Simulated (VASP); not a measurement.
# AlN (P6_3mc) in VASP: further runs

The runs below take AlN through single point, relaxation of cell and atoms, with PBE+D3(BJ), r2SCAN+rVV10, r2SCAN.

Everything below comes from runs of VASP 6.6.1. Logs are shortened: lines on timing, memory, paths and dates and some standing lists are left out, and cuts for length are marked.

**Experimental background.**

“Structural and optical properties of self-assembled AlN nanowires grown on SiO2/Si substrates by molecular beam epitaxy”, 2024, arxiv:2402.00216 quotes, for a bulk crystal of AlN at 0 K: band gap 6.0343 eV (an exciton energy, a little under the gap).

“Self-assembly of well-separated AlN nanowires directly on sputtered metallic TiN films”, 2019, arxiv:1910.07391 quotes, for a bulk crystal of AlN at 10 K: band gap 6.034 eV (an exciton energy, a little under the gap).

How close the calculation comes is told below.

**1. The cell of the first run**

It takes space group P6_3mc (No. 186, hexagonal). Conventional cell: a = 3.109 Å, b = 3.109 Å, c = 4.978 Å, α = 90.00°, β = 90.00°, γ = 120.00°. Within 2.5 Å of Al (site symmetry 3m) lie 4 N at 1.89 to 1.90 Å. Within 2.5 Å of N (site symmetry 3m) lie 4 Al at 1.89 to 1.90 Å.

**2. Single point, PBE+D3(BJ)**

Contents of INCAR:

```
SYSTEM = AlN
PREC = Accurate ; ENCUT = 520
EDIFF = 1E-6 ; ISMEAR = 0
SIGMA = 0.01 ; LREAL = .False.
LASPH = .True. ; NELM = 80
ALGO = Normal ; ISIF = 2
LWAVE = .False. ; LCHARG = .True.
GGA = PE ; IVDW = 12
LELF = .True. ; LVHAR = .True.
NBANDS = 16
```

Contents of KPOINTS:

```
regular mesh
0
Gamma
  6 6 4
  0 0 0
```

Contents of POSCAR:

```
AlN
1.0
    3.1094349424      0.0000000000      0.0000000000
   -1.5547174712      2.6928496515      0.0000000000
    0.0000000000      0.0000000000      4.9780112261
Al N
2 2
Direct
    0.3333333333      0.6666666667     -0.0009583526
    0.6666666667      0.3333333333      0.4990416474
    0.3333333333      0.6666666667      0.3809583526
    0.6666666667      0.3333333333      0.8809583526
```

Potentials or basis: VASP PAW PBE potentials, release 64 (Al, N).

Command:

```
cat potpaw_PBE.64/Al/POTCAR potpaw_PBE.64/N/POTCAR > POTCAR
mpirun -np 1 vasp_std > vasp.out
```

OUTCAR:

```text
SYSTEM = AlN
   PREC = Accurate
   ENCUT = 520
   EDIFF = 1E-6
   ISMEAR = 0
   LREAL = .False.
   LASPH = .True.
   NELM = 80
   ISIF = 2
   GGA = PE
   IVDW = 12
 IVDW          = 12

 ion  position               nearest neighbor table
   1  0.333  0.667  0.999-   4 1.89   4 1.89   4 1.89   3 1.90   2 3.07   2 3.07   2 3.07   2 3.07
                             2 3.07   2 3.07
   2  0.667  0.333  0.499-   3 1.89   3 1.89   3 1.89   4 1.90   1 3.07   1 3.07   1 3.07   1 3.07
                             1 3.07   1 3.07
   3  0.333  0.667  0.381-   2 1.89   2 1.89   2 1.89   1 1.90
   4  0.667  0.333  0.881-   1 1.89   1 1.89   1 1.89   2 1.90

  LATTYP: Found a hexagonal cell.
 ALAT       =     3.1094349424
 C/A-ratio  =     1.6009375717

  Lattice vectors:

 A1 = (   3.1094349424,   0.0000000000,   0.0000000000)
 A2 = (  -1.5547174712,   2.6928496515,   0.0000000000)
 A3 = (   0.0000000000,   0.0000000000,   4.9780112261)

Analysis of symmetry for initial positions (statically):
=====================================================================
 Subroutine PRICEL returns:
 Original cell was already a primitive cell.

 Routine SETGRP: Setting up the symmetry group for a
 hexagonal supercell.

 Subroutine GETGRP returns: Found 12 space group operations
 (whereof  6 operations were pure point group operations)
 out of a pool of 24 trial point group operations.

The static configuration has the point symmetry C_3v.
 The point group associated with its full space group is C_6v.

Analysis of symmetry for dynamics (positions and initial velocities):
=====================================================================
 Subroutine PRICEL returns:
 Original cell was already a primitive cell.

 Routine SETGRP: Setting up the symmetry group for a
 hexagonal supercell.

 Subroutine GETGRP returns: Found 12 space group operations
 (whereof  6 operations were pure point group operations)
 out of a pool of 24 trial point group operations.

The dynamic configuration has the point symmetry C_3v.
 The point group associated with its full space group is C_6v.

 Subroutine INISYM returns: Found 12 space group operations
 (whereof  6 operations are pure point group operations),
 and found     1 'primitive' translations

----------------------------------------------------------------------------------------

                                     Primitive cell

  volume of cell :      41.6821

  direct lattice vectors                    reciprocal lattice vectors
     3.109434942  0.000000000  0.000000000     0.321601840  0.185676909  0.000000000
    -1.554717471  2.692849651  0.000000000     0.000000000  0.371353818  0.000000000
     0.000000000  0.000000000  4.978011226     0.000000000  0.000000000  0.200883436

  length of vectors
     3.109434942  3.109434942  4.978011226     0.371353818  0.371353818  0.200883436

  position of ions in fractional coordinates (direct lattice)
     0.333333333  0.666666667  0.999041647
     0.666666667  0.333333333  0.499041647
     0.333333333  0.666666667  0.380958353
     0.666666667  0.333333333  0.880958353

  ion indices of the primitive-cell ions
   primitive index   ion index
                 1           1
                 2           2
                 3           3
                 4           4

----------------------------------------------------------------------------------------

 KPOINTS: regular mesh

Automatic generation of k-mesh.
 Grid dimensions read from file:
 generate k-points for:    6    6    4

 Generating k-lattice:

  Cartesian coordinates                     Fractional coordinates (reciprocal lattice)
     0.053600307  0.030946152  0.000000000     0.166666667  0.000000000  0.000000000
     0.000000000  0.061892303  0.000000000     0.000000000  0.166666667  0.000000000
     0.000000000  0.000000000  0.050220859     0.000000000  0.000000000  0.250000000

  Length of vectors
     0.061892303  0.061892303  0.050220859

  Shift w.r.t. Gamma in fractional coordinates (k-lattice)
     0.000000000  0.000000000  0.000000000

 Subroutine IBZKPT returns following result:
 ===========================================

 Found     21 irreducible k-points:

 Following reciprocal coordinates:
            Coordinates               Weight
  0.000000  0.000000  0.000000      1.000000
  0.166667 -0.000000  0.000000      6.000000
  0.333333 -0.000000  0.000000      6.000000
  0.500000  0.000000  0.000000      3.000000
  0.166667  0.166667  0.000000      6.000000
  0.333333  0.166667  0.000000     12.000000
[... 13 lines left out ...]
  0.333333  0.166667  0.500000     12.000000
  0.333333  0.333333  0.500000      2.000000
   k-points           NKPTS =     21   k-points in BZ     NKDIM =     21   number of bands    NBANDS=     16
   number of dos      NEDOS =    301   number of ions     NIONS =      4
   total plane-waves  NPLWV =  23040
   dimension x,y,z NGX =    24 NGY =   24 NGZ =   40
   dimension x,y,z NGXF=    48 NGYF=   48 NGZF=   80
   ions per type =               2   2
   NGX,Y,Z   is equivalent  to a cutoff of  12.83, 12.83, 13.36 a.u.
   NGXF,Y,Z  is equivalent  to a cutoff of  25.66, 25.66, 26.72 a.u.
 SYSTEM =  AlN
   PREC   = accura    normal or accurate (medium, high low for compatibility)
   ISTART =      0    job   : 0-new  1-cont  2-samecut
   ICHARG =      2    charge: 1-file 2-atom 10-const
   ISPIN  =      1    spin polarized calculation?
   LNONCOLLINEAR =      F non collinear calculations
   LSORBIT =      F    spin-orbit coupling
   LASPH  =      T    aspherical Exc in radial PAW
   ENCUT  =  520.0 eV  38.22 Ry    6.18 a.u.   5.78  5.78  9.26*2*pi/ulx,y,z
   NELM   =     80;   NELMIN=  2; NELMDL= -5     # of ELM steps
   EDIFF  = 0.1E-05   stopping-criterion for ELM
   LREAL  =      F    real-space projection
   EDIFFG = 0.1E-04   stopping-criterion for IOM
   NSW    =      0    number of steps for IOM
   IBRION =     -1    ionic relax: 0-MD 1-quasi-New 2-CG
   NFREE  =      0    steps in history (QN), initial steepest desc. (CG)
   ISIF   =      2    stress and relaxation
   ISYM   =      2    0-nonsym 1-usesym 2-fastsym
   POTIM  = 0.5000    time-step for ionic-motion
   TEBEG  =    0.0;   TEEND  =   0.0 temperature during run
   PSTRESS=    0.0 pullay stress
   NELECT =      16.0000    total number of electrons
   NUPDOWN=      -1.0000    fix difference up-down
   EMIN   =  10.00;   EMAX   =-10.00  energy-range for DOS
   EFERMI =   0.00;   METHOD = LEGACY
   ISMEAR =     0;   SIGMA  =   0.01  broadening in eV -4-tet -1-fermi 0-gaus
   EFERMI_NEDOS =   21; number of points for ismear=-14 and -15
   IALGO  =     38    algorithm
   IMIX   =      4    mixing-type and parameters
     AMIX     =   0.40;   BMIX     =  1.00
     AMIX_MAG =   1.60;   BMIX_MAG =  1.00
  volume/ion in A,a.u.               =      10.42        70.32
  Fermi-wavevector in a.u.,A,eV,Ry     =   1.189775  2.248350 19.259940  1.415566
  Thomas-Fermi vector in A             =   2.325875
   LORBIT       =      0    0 simple, 1 ext, 2 COOP (PROOUT), +10 PAW based schemes
   GGA     = PE    functional components
   LHFCALC =     F    Hartree Fock is set to
   AEXX    =    0.0000 exact exchange contribution
   IVDW    =    12    specifies the selected vdW correction
   LEPSILON=     F    determine dielectric tensor
   LRPA    =     F    only Hartree local field effects (RPA)
 non-spin polarized calculation
 Gauss-broadening in eV      SIGMA  =   0.01
  energy-cutoff  :      520.00
  volume of cell :       41.68
 maximum number of plane-waves:      1152
 NGX is ok and might be reduce to    24
   NGX = 11   NGY = 11   NGZ = 19

 number of electron      15.9999996 magnetization

 Free energy of the ion-electron system (eV)
  ---------------------------------------------------
  ext. energy  EPLUGINS =         0.00000000
  ---------------------------------------------------
  free energy    TOTEN  =       -29.76836628 eV

  energy without entropy =      -29.76836628  energy(sigma->0) =      -29.76836628

 E-fermi :   6.2212     XC(G=0): -10.9192

 val. band max:        6.1790463091   @ k =   0.0000   0.0000   0.0000
 cond. band min:      10.4005514091   @ k =   0.0000   0.0000   0.0000
 fundamental gap:      4.2215051000
 Fermi energy:         6.2211807764

 k-point     1 :       0.0000    0.0000    0.0000
  band No.  band energies     occupation
      1      -9.0264      2.00000
      2      -6.8727      2.00000
      3       0.1732      2.00000
      4       5.3060      2.00000
      5       5.3060      2.00000
      6       5.9573      2.00000
[... 8 lines left out ...]
     15      19.3292      0.00000
     16      19.3292      0.00000

 k-point     2 :       0.1667   -0.0000    0.0000
  band No.  band energies     occupation
      1      -8.6790      2.00000
      2      -6.6847      2.00000
      3       0.5897      2.00000
      4       3.8878      2.00000
      5       4.6712      2.00000
      6       4.9141      2.00000
[... 8 lines left out ...]
     15      18.5489      0.00000
     16      18.9838      0.00000

 k-point     3 :       0.3333   -0.0000    0.0000
  band No.  band energies     occupation
      1      -7.7817      2.00000
      2      -6.3515      2.00000
      3       1.6622      2.00000
      4       1.7436      2.00000
      5       2.8465      2.00000
      6       4.3246      2.00000
[... 8 lines left out ...]
     15      18.2855      0.00000
     16      20.5892      0.00000

 k-point     4 :       0.5000    0.0000    0.0000
  band No.  band energies     occupation
      1      -7.0555      2.00000
      2      -6.3582      2.00000
      3       0.7159      2.00000
      4       2.0025      2.00000
      5       2.8269      2.00000
      6       4.0789      2.00000
[... 8 lines left out ...]
     15      19.0061      0.00000
     16      21.3374      0.00000
[... 267 lines left out ...]
 k-point    19 :       0.1667    0.1667    0.5000
  band No.  band energies     occupation
      1      -7.3256      2.00000
      2      -7.3256      2.00000
      3       1.9565      2.00000
      4       1.9565      2.00000
      5       4.3378      2.00000
      6       4.3378      2.00000
[... 8 lines left out ...]
     15      19.1346      0.00000
     16      19.1346      0.00000

 k-point    20 :       0.3333    0.1667    0.5000
  band No.  band energies     occupation
      1      -6.7010      2.00000
      2      -6.7010      2.00000
      3       1.0105      2.00000
      4       1.0105      2.00000
      5       3.5418      2.00000
      6       3.5418      2.00000
[... 8 lines left out ...]
     15      19.6498      0.00000
     16      19.6498      0.00000

 k-point    21 :       0.3333    0.3333    0.5000
  band No.  band energies     occupation
      1      -6.4752      2.00000
      2      -6.4752      2.00000
      3       1.3311      2.00000
      4       1.3311      2.00000
      5       2.3045      2.00000
      6       2.3045      2.00000
[... 8 lines left out ...]
     15      20.0099      0.00000
     16      20.0099      0.00000

------------------------ aborting loop because EDIFF is reached ----------------------------------------

 Edisp (eV)   -1.07651

 E8    (eV) :    -0.4204

  FORCE on cell =-STRESS in cart. coord.  units (eV):
  Direction    XX          YY          ZZ          XY          YZ          ZX
  --------------------------------------------------------------------------------------
  -------------------------------------------------------------------------------------
  Total      -0.06933    -0.06933    -0.05068     0.00000     0.00000     0.00000
  in kB      -2.66486    -2.66486    -1.94807     0.00000     0.00000     0.00000
  external pressure =       -2.43 kB  Pullay stress =        0.00 kB

 VOLUME and BASIS-vectors are now :
 -----------------------------------------------------------------------------
  energy-cutoff  :      520.00
  volume of cell :       41.68
      direct lattice vectors                 reciprocal lattice vectors
     3.109434942  0.000000000  0.000000000     0.321601840  0.185676909  0.000000000
    -1.554717471  2.692849651  0.000000000     0.000000000  0.371353818  0.000000000
     0.000000000  0.000000000  4.978011226     0.000000000  0.000000000  0.200883436

 POSITION                                       TOTAL-FORCE (eV/Angst)
 -----------------------------------------------------------------------------------
     -0.00000      1.79523      4.97324         0.000000      0.000000      0.000046
      1.55472      0.89762      2.48423        -0.000000     -0.000000      0.000046
     -0.00000      1.79523      1.89641        -0.000000     -0.000000     -0.000046
      1.55472      0.89762      4.38542         0.000000      0.000000     -0.000046
 -----------------------------------------------------------------------------------
    total drift:                               -0.000000      0.000000      0.000476

  FREE ENERGIE OF THE ION-ELECTRON SYSTEM (eV)
  ---------------------------------------------------
  free  energy   TOTEN  =       -30.8448730170 eV

  energy  without entropy=      -30.8448730170  energy(sigma->0) =      -30.84487302
```

Wall time 9.4 s (1 thread of Intel Xeon Platinum 8559C (Emerald Rapids), shared host); peak memory 0.16 GiB.

Results:

```
Free energy                : -30.8449 eV
Pressure                   : -0.2 GPa
Band gap on the k mesh     : 4.22 eV, direct
Dispersion energy per atom : -0.269 eV
```

(Continued in part 2 of 3.)
